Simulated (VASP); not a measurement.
# ZnO (P6_3mc) in VASP: relaxation of cell and atoms with r2SCAN

Aim: the relaxation of cell and atoms of ZnO with r2SCAN.

All numbers are computed with VASP 6.6.1; they aren't measurements. Logs are shortened: lines on timing, memory, paths and dates and some standing lists are left out, and cuts for length are marked.

## (1) The cell of the first run

The structure is hexagonal, space group P6_3mc (No. 186). The conventional cell has a = 3.249 Å, b = 3.249 Å, c = 5.204 Å, α = 90.00°, β = 90.00°, γ = 120.00°. Within 2.6 Å of Zn (site symmetry 3m) lie 4 O at 1.97 to 1.99 Å. O (site symmetry 3m) has 4 Zn at 1.97 to 1.99 Å within 2.6 Å.

## (2) Relaxation of cell and atoms, r2SCAN

POSCAR reads:

```
ZnO
1.0
    3.2493987239      0.0000000000      0.0000000000
   -1.6246993619      2.8140618419      0.0000000000
    0.0000000000      0.0000000000      5.2038000000
Zn O
2 2
Direct
    0.3333333333      0.6666666667      0.0000000000
    0.6666666667      0.3333333333      0.5000000000
    0.3333333333      0.6666666667      0.3821000000
    0.6666666667      0.3333333333      0.8821000000
```

INCAR.step1 reads:

```
SYSTEM = ZnO
ALGO = Normal
EDIFF = 1E-4
ENCUT = 600
GGA = PE
ISMEAR = 0
KPAR = 8
LASPH = .True.
LCHARG = .False.
LREAL = .False.
LWAVE = .True.
NELM = 80
PREC = Accurate
SIGMA = 0.02
```

INCAR.step2 reads:

```
SYSTEM = ZnO
ALGO = Normal
EDIFF = 1E-7
EDIFFG = -0.005
ENCUT = 600
IBRION = 2
ISIF = 3
ISMEAR = 0
ISTART = 1
KPAR = 8
LASPH = .True.
LCHARG = .False.
LMIXTAU = .True.
LREAL = .False.
LWAVE = .False.
METAGGA = R2SCAN
NELM = 80
NSW = 100
PREC = Accurate
SIGMA = 0.02
```

KPOINTS reads:

```
k-points
0
Gamma
  12 12 6
  0 0 0
```

Potentials or basis: VASP PAW PBE potentials, release 64 (Zn, O).

The run is started by

```console
> cat potpaw_PBE.64/Zn/POTCAR potpaw_PBE.64/O/POTCAR > POTCAR
> cp INCAR.step1 INCAR
> mpirun -np 8 vasp_std > vasp.out
> cp INCAR.step2 INCAR
> mpirun -np 8 vasp_std > vasp.out
```

OUTCAR:

```text
SYSTEM = ZnO
   EDIFF = 1E-7
   EDIFFG = -0.005
   ENCUT = 600
   IBRION = 2
   ISIF = 3
   ISMEAR = 0
   ISTART = 1
   LASPH = .True.
   LREAL = .False.
   METAGGA = R2SCAN
   NELM = 80
   NSW = 100
   PREC = Accurate

 ion  position               nearest neighbor table
   1  0.333  0.667  0.000-   4 1.97   4 1.97   4 1.97   3 1.99
   2  0.667  0.333  0.500-   3 1.97   3 1.97   3 1.97   4 1.99
   3  0.333  0.667  0.382-   2 1.97   2 1.97   2 1.97   1 1.99
   4  0.667  0.333  0.882-   1 1.97   1 1.97   1 1.97   2 1.99

  LATTYP: Found a hexagonal cell.
 ALAT       =     3.2493987239
 C/A-ratio  =     1.6014655148

  Lattice vectors:

 A1 = (   3.2493987239,   0.0000000000,   0.0000000000)
 A2 = (  -1.6246993619,   2.8140618419,   0.0000000000)
 A3 = (   0.0000000000,   0.0000000000,   5.2038000000)

Analysis of symmetry for initial positions (statically):
=====================================================================
 Subroutine PRICEL returns:
 Original cell was already a primitive cell.

 Routine SETGRP: Setting up the symmetry group for a
 hexagonal supercell.

 Subroutine GETGRP returns: Found 12 space group operations
 (whereof  6 operations were pure point group operations)
 out of a pool of 24 trial point group operations.

The static configuration has the point symmetry C_3v.
 The point group associated with its full space group is C_6v.

Analysis of symmetry for dynamics (positions and initial velocities):
=====================================================================
 Subroutine PRICEL returns:
 Original cell was already a primitive cell.

 Routine SETGRP: Setting up the symmetry group for a
 hexagonal supercell.

 Subroutine GETGRP returns: Found 12 space group operations
 (whereof  6 operations were pure point group operations)
 out of a pool of 24 trial point group operations.

The dynamic configuration has the point symmetry C_3v.
 The point group associated with its full space group is C_6v.

 Subroutine INISYM returns: Found 12 space group operations
 (whereof  6 operations are pure point group operations),
 and found     1 'primitive' translations

----------------------------------------------------------------------------------------

                                     Primitive cell

  volume of cell :      47.5836

  direct lattice vectors                    reciprocal lattice vectors
     3.249398724  0.000000000  0.000000000     0.307749244  0.177679109  0.000000000
    -1.624699362  2.814061842  0.000000000     0.000000000  0.355358217  0.000000000
     0.000000000  0.000000000  5.203800000     0.000000000  0.000000000  0.192167262

  length of vectors
     3.249398724  3.249398724  5.203800000     0.355358217  0.355358217  0.192167262

  position of ions in fractional coordinates (direct lattice)
     0.333333333  0.666666667  0.000000000
     0.666666667  0.333333333  0.500000000
     0.333333333  0.666666667  0.382100000
     0.666666667  0.333333333  0.882100000

  ion indices of the primitive-cell ions
   primitive index   ion index
                 1           1
                 2           2
                 3           3
                 4           4

----------------------------------------------------------------------------------------

 KPOINTS: k-points

Automatic generation of k-mesh.
 Grid dimensions read from file:
 generate k-points for:   12   12    6

 Generating k-lattice:

  Cartesian coordinates                     Fractional coordinates (reciprocal lattice)
     0.025645770  0.014806592  0.000000000     0.083333333  0.000000000  0.000000000
     0.000000000  0.029613185  0.000000000     0.000000000  0.083333333  0.000000000
     0.000000000  0.000000000  0.032027877     0.000000000  0.000000000  0.166666667

  Length of vectors
     0.029613185  0.029613185  0.032027877

  Shift w.r.t. Gamma in fractional coordinates (k-lattice)
     0.000000000  0.000000000  0.000000000

 Subroutine IBZKPT returns following result:
 ===========================================

 Found     76 irreducible k-points:

 Following reciprocal coordinates:
            Coordinates               Weight
  0.000000  0.000000  0.000000      1.000000
  0.083333  0.000000  0.000000      6.000000
  0.166667  0.000000  0.000000      6.000000
  0.250000  0.000000  0.000000      6.000000
  0.333333  0.000000  0.000000      6.000000
  0.416667  0.000000  0.000000      6.000000
[... 16 lines left out ...]
  0.250000  0.000000  0.166667     12.000000
  0.333333  0.000000  0.166667     12.000000
 [... further k-points ...]
   k-points           NKPTS =     76   k-points in BZ     NKDIM =     76   number of bands    NBANDS=     22
   number of dos      NEDOS =    301   number of ions     NIONS =      4
   total plane-waves  NPLWV =  32928
   dimension x,y,z NGX =    28 NGY =   28 NGZ =   42
   dimension x,y,z NGXF=    56 NGYF=   56 NGZF=   84
   ions per type =               2   2
   NGX,Y,Z   is equivalent  to a cutoff of  14.33, 14.33, 13.42 a.u.
   NGXF,Y,Z  is equivalent  to a cutoff of  28.65, 28.65, 26.84 a.u.
 SYSTEM =  ZnO
   PREC   = accura    normal or accurate (medium, high low for compatibility)
   ISTART =      1    job   : 0-new  1-cont  2-samecut
   ICHARG =      0    charge: 1-file 2-atom 10-const
   ISPIN  =      1    spin polarized calculation?
   LNONCOLLINEAR =      F non collinear calculations
   LSORBIT =      F    spin-orbit coupling
   LASPH  =      T    aspherical Exc in radial PAW
   ENCUT  =  600.0 eV  44.10 Ry    6.64 a.u.   6.49  6.49 10.39*2*pi/ulx,y,z
   NELM   =     80;   NELMIN=  2; NELMDL=  0     # of ELM steps
   EDIFF  = 0.1E-06   stopping-criterion for ELM
   LREAL  =      F    real-space projection
   EDIFFG = -.5E-02   stopping-criterion for IOM
   NSW    =    100    number of steps for IOM
   IBRION =      2    ionic relax: 0-MD 1-quasi-New 2-CG
   NFREE  =      1    steps in history (QN), initial steepest desc. (CG)
   ISIF   =      3    stress and relaxation
   ISYM   =      2    0-nonsym 1-usesym 2-fastsym
   POTIM  = 0.5000    time-step for ionic-motion
   TEBEG  =    0.0;   TEEND  =   0.0 temperature during run
   PSTRESS=    0.0 pullay stress
   NELECT =      36.0000    total number of electrons
   NUPDOWN=      -1.0000    fix difference up-down
   EMIN   =  10.00;   EMAX   =-10.00  energy-range for DOS
   EFERMI =   0.00;   METHOD = LEGACY
   ISMEAR =     0;   SIGMA  =   0.02  broadening in eV -4-tet -1-fermi 0-gaus
   EFERMI_NEDOS =   21; number of points for ismear=-14 and -15
   IALGO  =     38    algorithm
   IMIX   =      4    mixing-type and parameters
     AMIX     =   0.40;   BMIX     =  1.00
     AMIX_MAG =   1.60;   BMIX_MAG =  1.00
  volume/ion in A,a.u.               =      11.90        80.28
  Fermi-wavevector in a.u.,A,eV,Ry     =   1.491729  2.818959 30.276436  2.225255
  Thomas-Fermi vector in A             =   2.604347
   LORBIT       =      0    0 simple, 1 ext, 2 COOP (PROOUT), +10 PAW based schemes
   METAGGA = R2SCAN    functional components
   LHFCALC =     F    Hartree Fock is set to
   AEXX    =    0.0000 exact exchange contribution
   IVDW    =     0    specifies the selected vdW correction
   LEPSILON=     F    determine dielectric tensor
   LRPA    =     F    only Hartree local field effects (RPA)
 conjugate gradient relaxation of ions
 non-spin polarized calculation
 Gauss-broadening in eV      SIGMA  =   0.02
  energy-cutoff  :      600.00
  volume of cell :       47.58
 maximum number of plane-waves:      1617
 NGX is ok and might be reduce to    28
   NGX = 13   NGY = 13   NGZ = 21

--------------------------------------- Ionic step        1  -------------------------------------------

 number of electron      36.0000006 magnetization

 Free energy of the ion-electron system (eV)
  ---------------------------------------------------
  ext. energy  EPLUGINS =         0.00000000
  ---------------------------------------------------
  free energy    TOTEN  =       -36.32381245 eV

  energy without entropy =      -36.32381245  energy(sigma->0) =      -36.32381245

------------------------ aborting loop because EDIFF is reached ----------------------------------------

  FORCE on cell =-STRESS in cart. coord.  units (eV):
  Direction    XX          YY          ZZ          XY          YZ          ZX
  --------------------------------------------------------------------------------------
  -------------------------------------------------------------------------------------
  Total       -0.1199407     -0.1199407     -0.0881291     -0.0000000      0.0000000      0.0000000
  in kB       -4.0384975     -4.0384975     -2.9673760     -0.0000000      0.0000000      0.0000000
  external PRESSURE =      -3.6814570 kB  Pullay stress =       0.0000000 kB
[... 289 lines left out ...]
  energy  without entropy=      -36.3248004702  energy(sigma->0) =      -36.32480047

--------------------------------------- Ionic step        9  -------------------------------------------

 number of electron      36.0000003 magnetization

 Free energy of the ion-electron system (eV)
  ---------------------------------------------------
  ext. energy  EPLUGINS =         0.00000000
  ---------------------------------------------------
  free energy    TOTEN  =       -36.32488805 eV

  energy without entropy =      -36.32488805  energy(sigma->0) =      -36.32488805

 E-fermi :   0.9745     XC(G=0): -11.6776

 val. band max:        0.8722830891   @ k =   0.0000   0.0000   0.0000
 cond. band min:       2.0971634044   @ k =   0.0000   0.0000   0.0000
 fundamental gap:      1.2248803153
 Fermi energy:         0.9744948351

 k-point     1 :       0.0000    0.0000    0.0000
  band No.  band energies     occupation
      1     -18.2333      2.00000
      2     -17.5481      2.00000
      3      -4.9575      2.00000
      4      -4.9574      2.00000
      5      -4.9203      2.00000
      6      -4.8566      2.00000
[... 574 lines left out ...]
      6      -4.5558      2.00000
[... 14 lines left out ...]
     21       9.8409      0.00000
     22      10.4234      0.00000

 [... further k-points ...]

------------------------ aborting loop because EDIFF is reached ----------------------------------------

  FORCE on cell =-STRESS in cart. coord.  units (eV):
  Direction    XX          YY          ZZ          XY          YZ          ZX
  --------------------------------------------------------------------------------------
  -------------------------------------------------------------------------------------
  Total        0.0074673      0.0074673     -0.0065051      0.0000000      0.0000000      0.0000000
  in kB        0.2520357      0.2520357     -0.2195608      0.0000000      0.0000000      0.0000000
  external PRESSURE =       0.0948369 kB  Pullay stress =       0.0000000 kB
[... 19 lines left out ...]
  FREE ENERGIE OF THE ION-ELECTRON SYSTEM (eV)
  ---------------------------------------------------
  free  energy   TOTEN  =       -36.3248880518 eV

  energy  without entropy=      -36.3248880518  energy(sigma->0) =      -36.32488805

 reached required accuracy - stopping structural energy minimisation
```

Wall time 7.6 min (8 MPI ranks of Intel Xeon Platinum 8375C at 2.90GHz (Ice Lake), shared host); peak memory 0.27 GiB.

What came out:

- Free energy: -36.3249 eV
- Relaxed volume: 11.87 Å³/atom
- Relaxed cell: a = 3.237 Å, b = 3.237 Å, c = 5.230 Å, α = 90.00°, β = 90.00°, γ = 120.00°
- Space group after relaxing (to 0.1 Å): P6_3mc (No. 186)
- Energy gained by relaxing: 0.3 meV/atom
- Ionic steps: 9
- Pressure after relaxing: 0.0 GPa
- Band gap on the k mesh: 1.22 eV

Step by step:
| step | energy change (eV) | largest force (eV/Å) | pressure (GPa) | volume (Å³) |
| --- | --- | --- | --- | --- |
| 1 | 0.0000 | 0.0376 | -0.37 | 47.58 |
| 2 | -0.0005 | 0.0174 | 0.22 | 47.40 |
| 3 | -0.0005 | 0.0185 | 0.18 | 47.41 |
| 4 | -0.0005 | 0.0199 | 0.14 | 47.42 |
| 5 | -0.0007 | 0.0141 | 0.10 | 47.43 |
| 6 | -0.0010 | 0.0058 | -0.01 | 47.48 |
| 7 | -0.0010 | 0.0141 | -0.07 | 47.49 |
| 8 | -0.0010 | 0.0148 | 0.09 | 47.44 |
| 9 | -0.0011 | 0.0000 | 0.01 | 47.47 |

Final structure:
```yaml
crystal:
  lattice:
    - [3.23721, 0.00000, 0.00000]
    - [-1.61860, 2.80351, 0.00000]
    - [0.00000, 0.00000, 5.23043]
  atoms:
    - { symbol: Zn, position: [0.33333, 0.66667, 0.00184] }
    - { symbol: Zn, position: [0.66667, 0.33333, 0.50184] }
    - { symbol: O, position: [0.33333, 0.66667, 0.38026] }
    - { symbol: O, position: [0.66667, 0.33333, 0.88026] }
```

Caveat: the PAW data sets were made with another functional, which shifts forces and pressure a little.
